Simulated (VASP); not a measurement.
Runs of VASP 6.6.1 on Au. The structure is that of space group I4/mmm (No. 139), or close to it. The cells are those of the table. 

```tsv
cell	further INCAR settings	gap on the mesh (eV)	pressure (GPa)
a = 2.739 Å, angles 111.6, 111.6, 105.3°, 1 atom	ALGO = Fast; EDIFF = 1e-07; NBANDS = 12	none	(a)
a = 2.858 Å, angles 106.9, 106.9, 114.8°, 1 atom	ALGO = Fast; EDIFF = 1e-06; NBANDS = 12	none	-6.9
a = 2.764 Å, angles 112.3, 112.3, 104.0°, 1 atom	ALGO = Fast; EDIFF = 1e-06; NBANDS = 12	none	10.8
a = 2.880 Å, angles 107.5, 107.5, 113.4°, 1 atom	ALGO = Fast; EDIFF = 1e-07; NBANDS = 12	none	-10.1
```

Alike in all rows: task single point; level PBEsol; potentials or basis VASP PAW PBE potentials, release 64 (Au); no spin polarisation; k mesh 26 × 26 × 26; cutoff (eV) 520; smearing gaussian 0.15 eV.

**Question.** Estimate the missing entries.

**Answer.** (a) 16.8.

Caveats: the PAW data sets were made with another functional, which shifts forces and pressure a little; spin-orbit coupling is left out, which moves the levels of the heavy elements.

A k mesh can miss the band edges, and the runs leave out spin-orbit coupling on Au.

A gap of «none» marks levels without a gap at the run's occupations.
